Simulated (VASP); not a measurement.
# NaF (Fm-3m) in VASP: notebook, part 3 of 3

VASP 6.6.1. The steps go on from the part before.

**5. Electric field gradients, PBE**

This run uses another cell than the first one, of 11.94 Å³/atom, 2.500 times its volume.

The input, INCAR:

```
PREC = Accurate
ENCUT = 520
EDIFF = 1E-8
ISMEAR = -1
SIGMA = 0.03
LREAL = False
LASPH = True
NELM = 100
ALGO = Normal
ISIF = 2
LWAVE = False
LCHARG = False
GGA = PE
LEFG = True
NBANDS = 14
```

The input, KPOINTS:

```
Automatic mesh
0
Gamma
  11 11 11
```

The input, POSCAR:

```
NaF
1.0
    0.0000000000      2.2858943317      2.2858943317
    2.2858943317      0.0000000000      2.2858943317
    2.2858943317      2.2858943317      0.0000000000
Na F
1 1
Direct
    0.0000000000      0.0000000000      0.0000000000
    0.5000000000      0.5000000000      0.5000000000
```

Potentials or basis: VASP PAW PBE potentials, release 64 (Na_pv, F).

The run is started by

```
> cat potpaw_PBE.64/Na_pv/POTCAR potpaw_PBE.64/F/POTCAR > POTCAR
> mpirun -np 1 vasp_std > vasp.out
```

OUTCAR:

```text
PREC = Accurate
   ENCUT = 520
   EDIFF = 1E-8
   ISMEAR = -1
   LREAL = False
   LASPH = True
   NELM = 100
   ISIF = 2
   GGA = PE

 ion  position               nearest neighbor table
   1  0.000  0.000  0.000-   2 2.29   2 2.29   2 2.29   2 2.29   2 2.29   2 2.29
   2  0.500  0.500  0.500-   1 2.29   1 2.29   1 2.29   1 2.29   1 2.29   1 2.29

  LATTYP: Found a face centered cubic cell.
 ALAT       =     4.5717886634

  Lattice vectors:

 A1 = (   0.0000000000,   2.2858943317,   2.2858943317)
 A2 = (   2.2858943317,   0.0000000000,   2.2858943317)
 A3 = (   2.2858943317,   2.2858943317,   0.0000000000)

Analysis of symmetry for initial positions (statically):
=====================================================================
 Subroutine PRICEL returns:
 Original cell was already a primitive cell.

 Routine SETGRP: Setting up the symmetry group for a
 face centered cubic supercell.

 Subroutine GETGRP returns: Found 48 space group operations
 (whereof 48 operations were pure point group operations)
 out of a pool of 48 trial point group operations.

The static configuration has the point symmetry O_h .

Analysis of symmetry for dynamics (positions and initial velocities):
=====================================================================
 Subroutine PRICEL returns:
 Original cell was already a primitive cell.

 Routine SETGRP: Setting up the symmetry group for a
 face centered cubic supercell.

 Subroutine GETGRP returns: Found 48 space group operations
 (whereof 48 operations were pure point group operations)
 out of a pool of 48 trial point group operations.

The dynamic configuration has the point symmetry O_h .

 Subroutine INISYM returns: Found 48 space group operations
 (whereof 48 operations are pure point group operations),
 and found     1 'primitive' translations

----------------------------------------------------------------------------------------

                                     Primitive cell

  volume of cell :      23.8890

  direct lattice vectors                    reciprocal lattice vectors
     0.000000000  2.285894332  2.285894332    -0.218732770  0.218732770  0.218732770
     2.285894332  0.000000000  2.285894332     0.218732770 -0.218732770  0.218732770
     2.285894332  2.285894332  0.000000000     0.218732770  0.218732770 -0.218732770

  length of vectors
     3.232742766  3.232742766  3.232742766     0.378856272  0.378856272  0.378856272

  position of ions in fractional coordinates (direct lattice)
     0.000000000  0.000000000  0.000000000
     0.500000000  0.500000000  0.500000000

  ion indices of the primitive-cell ions
   primitive index   ion index
                 1           1
                 2           2

----------------------------------------------------------------------------------------

 KPOINTS: Automatic mesh

Automatic generation of k-mesh.
[... 71 lines left out ...]
   NFREE  =      0    steps in history (QN), initial steepest desc. (CG)
   ISIF   =      2    stress and relaxation
   ISYM   =      2    0-nonsym 1-usesym 2-fastsym
   POTIM  = 0.5000    time-step for ionic-motion
   TEBEG  =    0.0;   TEEND  =   0.0 temperature during run
   PSTRESS=    0.0 pullay stress
   NELECT =      14.0000    total number of electrons
   NUPDOWN=      -1.0000    fix difference up-down
   EMIN   =  10.00;   EMAX   =-10.00  energy-range for DOS
   EFERMI =   0.00;   METHOD = LEGACY
   ISMEAR =    -1;   SIGMA  =   0.03  broadening in eV -4-tet -1-fermi 0-gaus
   EFERMI_NEDOS =   21; number of points for ismear=-14 and -15
   IALGO  =     38    algorithm
   IMIX   =      4    mixing-type and parameters
     AMIX     =   0.40;   BMIX     =  1.00
     AMIX_MAG =   1.60;   BMIX_MAG =  1.00
  volume/ion in A,a.u.               =      11.94        80.61
  Fermi-wavevector in a.u.,A,eV,Ry     =   1.369992  2.588909 25.536476  1.876878
  Thomas-Fermi vector in A             =   2.495818
   LORBIT       =      0    0 simple, 1 ext, 2 COOP (PROOUT), +10 PAW based schemes
   GGA     = PE    functional components
[... 5 lines left out ...]
 non-spin polarized calculation
  energy-cutoff  :      520.00
  volume of cell :       23.89
 maximum number of plane-waves:       655
   NGX = 13   NGY = 13   NGZ = 13

 number of electron      13.9999998 magnetization

 Free energy of the ion-electron system (eV)
  ---------------------------------------------------
  ext. energy  EPLUGINS =         0.00000000
  ---------------------------------------------------
  free energy    TOTEN  =        -8.54013346 eV

  energy without entropy =       -8.54013346  energy(sigma->0) =       -8.54013346

 E-fermi :  -1.1631     XC(G=0):  -9.3501

 val. band max:       -1.9016131892   @ k =   0.0000   0.0000   0.0000
 cond. band min:       4.6226043478   @ k =   0.0000   0.0000   0.0000
 fundamental gap:      6.5242175369
 Fermi energy:        -1.1630979500

 k-point     1 :       0.0000    0.0000    0.0000
  band No.  band energies     occupation
      1     -21.1462      2.00000
      2     -20.7295      2.00000
      3     -20.7295      2.00000
      4     -20.7295      2.00000
      5      -1.9016      2.00000
      6      -1.9016      2.00000
      7      -1.9016      2.00000
      8       4.6226      0.00000
      9      17.3656      0.00000
     10      17.3656      0.00000
     11      17.3657      0.00000
     12      20.3137      0.00000
     13      22.5359      0.00000
     14      22.5359      0.00000
[... 377 lines left out ...]
      1     -21.5540      2.00000
      2     -20.7679      2.00000
      3     -20.7335      2.00000
      4     -20.2084      2.00000
      5      -2.9411      2.00000
      6      -2.2225      2.00000
      7      -2.0736      2.00000
      8       7.1913      0.00000
      9      13.1705      0.00000
     10      16.8687      0.00000
     11      19.2497      0.00000
     12      19.8821      0.00000
     13      21.5127      0.00000
     14      25.0021      0.00000

 [... further k-points ...]
[... 5 lines left out ...]
  --------------------------------------------------------------------------------------
  -------------------------------------------------------------------------------------
  Total        0.6633820      0.6633820      0.6633820      0.0000000      0.0000000      0.0000000
  in kB       44.4913743     44.4913743     44.4913743      0.0000000      0.0000000      0.0000000
  external PRESSURE =      44.4913743 kB  Pullay stress =       0.0000000 kB

 VOLUME and BASIS-vectors are now :
 -----------------------------------------------------------------------------
  energy-cutoff  :      520.00
  volume of cell :       23.89
      direct lattice vectors                 reciprocal lattice vectors
     0.000000000  2.285894332  2.285894332    -0.218732770  0.218732770  0.218732770
     2.285894332  0.000000000  2.285894332     0.218732770 -0.218732770  0.218732770
     2.285894332  2.285894332  0.000000000     0.218732770  0.218732770 -0.218732770

 POSITION                                       TOTAL-FORCE (eV/Angst)
 -----------------------------------------------------------------------------------
      0.00000      0.00000      0.00000         0.000000      0.000000      0.000000
      2.28589      2.28589      2.28589         0.000000     -0.000000     -0.000000
 -----------------------------------------------------------------------------------
    total drift:                                0.000000     -0.000000      0.000000

  FREE ENERGIE OF THE ION-ELECTRON SYSTEM (eV)
  ---------------------------------------------------
  free  energy   TOTEN  =        -8.5401334561 eV

  energy  without entropy=       -8.5401334561  energy(sigma->0) =       -8.54013346

 Electric field gradients (V/A^2)
---------------------------------------------------------------------
 ion       V_xx      V_yy      V_zz      V_xy      V_xz      V_yz
---------------------------------------------------------------------
   1      -0.000    -0.000    -0.000    -0.003    -0.003    -0.003
   2       0.000     0.000     0.000     0.007     0.007     0.007
---------------------------------------------------------------------

 Electric field gradients after diagonalization (V/A^2)
 (convention: |V_zz| > |V_xx| > |V_yy|)
----------------------------------------------------------------------
 ion       V_xx      V_yy      V_zz     asymmetry (V_yy - V_xx)/ V_zz
----------------------------------------------------------------------
   1       0.003     0.003    -0.006       0.000
   2      -0.007    -0.007     0.014       0.000
----------------------------------------------------------------------

           NMR quadrupolar parameters

 Cq : quadrupolar parameter    Cq=e*Q*V_zz/h
 eta: asymmetry parameters     (V_yy - V_xx)/ V_zz
 Q  : nuclear electric quadrupole moment in mb (millibarn)
----------------------------------------------------------------------
 ion       Cq(MHz)       eta       Q (mb)
----------------------------------------------------------------------
   1      -0.000       0.000       1.000
   2       0.000       0.000       1.000
----------------------------------------------------------------------
```

OSZICAR:

```text
N       E                     dE             d eps       ncg     rms          rms(c)
DAV:   1     0.104565490894E+03    0.10457E+03   -0.76836E+03  1588   0.121E+03
DAV:   2    -0.428851906989E+01   -0.10885E+03   -0.10097E+03  1712   0.338E+02
DAV:   3    -0.939274982024E+01   -0.51042E+01   -0.50940E+01  2012   0.664E+01
DAV:   4    -0.943066684464E+01   -0.37917E-01   -0.37916E-01  1706   0.616E+00
DAV:   5    -0.943102016935E+01   -0.35332E-03   -0.35332E-03  2006   0.597E-01    0.543E+00
DAV:   6    -0.854672691656E+01    0.88429E+00   -0.30094E+00  1922   0.151E+01    0.178E+00
DAV:   7    -0.853818236235E+01    0.85446E-02   -0.34886E-02  1592   0.210E+00    0.105E+00
DAV:   8    -0.853965569449E+01   -0.14733E-02   -0.27212E-02  1706   0.313E+00    0.152E-01
DAV:   9    -0.854022952266E+01   -0.57383E-03   -0.42712E-03  2156   0.646E-01    0.116E-01
DAV:  10    -0.854013604873E+01    0.93474E-04   -0.76448E-04  1694   0.353E-01    0.194E-02
DAV:  11    -0.854013341806E+01    0.26307E-05   -0.28849E-05  1838   0.591E-02    0.244E-03
DAV:  12    -0.854013364618E+01   -0.22812E-06   -0.10612E-06  1748   0.107E-02    0.190E-03
DAV:  13    -0.854013350321E+01    0.14297E-06   -0.25593E-07  1712   0.444E-03    0.646E-04
DAV:  14    -0.854013345053E+01    0.52682E-07   -0.35220E-08  1844   0.214E-03    0.133E-04
DAV:  15    -0.854013345615E+01   -0.56154E-08   -0.25414E-09  1012   0.544E-04
   1 F= -.85401335E+01 E0= -.85401335E+01  d E =-.554393E-12
```

Wall time 19 s (1 thread of AMD EPYC 7R13 (Zen 3), shared host); peak memory 0.11 GiB.

Results:

* Free energy: -8.5401 eV
* Pressure: 4.4 GPa
* Band gap on the k mesh: 6.52 eV, direct

Caveat: without QUAD_EFG the Cq values of the log hold for a quadrupole moment of 1 mb, not for the nuclei.

**6. Electric field gradients, PBE**

This run uses another cell than the first one, of 11.94 Å³/atom, 2.500 times its volume.

The input, INCAR:

```
SYSTEM = NaF
PREC = Accurate ; ENCUT = 520
EDIFF = 1E-8 ; ISMEAR = -1
SIGMA = 0.03 ; LREAL = .FALSE.
LASPH = .TRUE. ; NELM = 60
ALGO = Normal ; ISIF = 2
LWAVE = .FALSE. ; LCHARG = .FALSE.
GGA = PE ; LEFG = .TRUE.
NBANDS = 14
```

The input, KPOINTS:

```
regular mesh
0
G
  11 11 11
  0 0 0
```

POSCAR is that of step 5.

Potentials or basis: VASP PAW PBE potentials, release 64 (Na_pv, F).

The run is started by

```
> cat potpaw_PBE.64/Na_pv/POTCAR potpaw_PBE.64/F/POTCAR > POTCAR
> mpirun -np 1 vasp_std > vasp.out
```

OUTCAR:

```text
SYSTEM = NaF
   PREC = Accurate
   ENCUT = 520
   EDIFF = 1E-8
   ISMEAR = -1
   LREAL = .FALSE.
   LASPH = .TRUE.
   NELM = 60
   ISIF = 2
   GGA = PE

 ion  position               nearest neighbor table
   1  0.000  0.000  0.000-   2 2.29   2 2.29   2 2.29   2 2.29   2 2.29   2 2.29
   2  0.500  0.500  0.500-   1 2.29   1 2.29   1 2.29   1 2.29   1 2.29   1 2.29

  LATTYP: Found a face centered cubic cell.
 ALAT       =     4.5717886634

  Lattice vectors:

 A1 = (   0.0000000000,   2.2858943317,   2.2858943317)
[... 620 lines left out ...]
  ---------------------------------------------------
  free  energy   TOTEN  =        -8.5401334561 eV

  energy  without entropy=       -8.5401334561  energy(sigma->0) =       -8.54013346

 Electric field gradients (V/A^2)
---------------------------------------------------------------------
 ion       V_xx      V_yy      V_zz      V_xy      V_xz      V_yz
---------------------------------------------------------------------
   1      -0.000    -0.000    -0.000    -0.003    -0.003    -0.003
   2       0.000     0.000     0.000     0.007     0.007     0.007
---------------------------------------------------------------------

 Electric field gradients after diagonalization (V/A^2)
 (convention: |V_zz| > |V_xx| > |V_yy|)
----------------------------------------------------------------------
 ion       V_xx      V_yy      V_zz     asymmetry (V_yy - V_xx)/ V_zz
----------------------------------------------------------------------
   1       0.003     0.003    -0.006       0.000
   2      -0.007    -0.007     0.014       0.000
----------------------------------------------------------------------

           NMR quadrupolar parameters

 Cq : quadrupolar parameter    Cq=e*Q*V_zz/h
 eta: asymmetry parameters     (V_yy - V_xx)/ V_zz
 Q  : nuclear electric quadrupole moment in mb (millibarn)
----------------------------------------------------------------------
 ion       Cq(MHz)       eta       Q (mb)
----------------------------------------------------------------------
   1      -0.000       0.000       1.000
   2       0.000       0.000       1.000
----------------------------------------------------------------------
```

OSZICAR:

```text
N       E                     dE             d eps       ncg     rms          rms(c)
DAV:   1     0.104565490894E+03    0.10457E+03   -0.76836E+03  1588   0.121E+03
DAV:   2    -0.428851906989E+01   -0.10885E+03   -0.10097E+03  1712   0.338E+02
DAV:   3    -0.939274982024E+01   -0.51042E+01   -0.50940E+01  2012   0.664E+01
DAV:   4    -0.943066684464E+01   -0.37917E-01   -0.37916E-01  1706   0.616E+00
DAV:   5    -0.943102016935E+01   -0.35332E-03   -0.35332E-03  2006   0.597E-01    0.543E+00
DAV:   6    -0.854672691656E+01    0.88429E+00   -0.30094E+00  1922   0.151E+01    0.178E+00
DAV:   7    -0.853818236235E+01    0.85446E-02   -0.34886E-02  1592   0.210E+00    0.105E+00
DAV:   8    -0.853965569449E+01   -0.14733E-02   -0.27212E-02  1706   0.313E+00    0.152E-01
DAV:   9    -0.854022952266E+01   -0.57383E-03   -0.42712E-03  2156   0.646E-01    0.116E-01
DAV:  10    -0.854013604873E+01    0.93474E-04   -0.76448E-04  1694   0.353E-01    0.194E-02
DAV:  11    -0.854013341806E+01    0.26307E-05   -0.28849E-05  1838   0.591E-02    0.244E-03
DAV:  12    -0.854013364618E+01   -0.22812E-06   -0.10612E-06  1748   0.107E-02    0.190E-03
DAV:  13    -0.854013350321E+01    0.14297E-06   -0.25593E-07  1712   0.444E-03    0.646E-04
DAV:  14    -0.854013345053E+01    0.52682E-07   -0.35220E-08  1844   0.214E-03    0.133E-04
DAV:  15    -0.854013345615E+01   -0.56154E-08   -0.25414E-09  1012   0.544E-04
   1 F= -.85401335E+01 E0= -.85401335E+01  d E =-.554393E-12
```

stdout:

```text
POSCAR found type information on POSCAR NaF
 POSCAR found :  2 types and       2 ions
 scaLAPACK will be used
 LDA part: xc-table for (Slater+PW92), standard interpolation
 POSCAR, INCAR and KPOINTS ok, starting setup
 FFT: planning ... GRIDC
 FFT: planning ... GRID_SOFT
 FFT: planning ... GRID
 WAVECAR not read
 entering main loop
ion   1

ion   2
```

Run time: 22 s. Hardware: 1 thread of AMD EPYC 7R13 (Zen 3), shared host; peak memory 0.11 GiB.

Results:

```yaml
Free_energy: -8.5401 eV
Pressure: 4.4 GPa
Band_gap_on_the_k_mesh: 6.52 eV, direct
```

Caveat: without QUAD_EFG the Cq values of the log hold for a quadrupole moment of 1 mb, not for the nuclei.

**7. Summary**

| cell | gap on the mesh (eV) | pressure (GPa) |
| --- | --- | --- |
| a = 2.382 Å, angles 60.0°, 2 atoms | 14.69 | 472.2 |
| a = 2.937 Å, angles 60.0°, 2 atoms | 8.50 | 39.8 |
| a = 3.062 Å, angles 60.0°, 2 atoms | 7.55 | 19.6 |
| a = 3.233 Å, angles 60.0°, 2 atoms | 6.52 | 4.4 |

Alike in all rows: task electric field gradients; level PBE; potentials or basis VASP PAW PBE potentials, release 64 (Na_pv, F); no spin polarisation; k mesh 11 × 11 × 11; cutoff (eV) 520; smearing fermi-dirac 0.03 eV.

Total energies depend on the potentials used, so only differences within one code and one set of settings carry meaning.
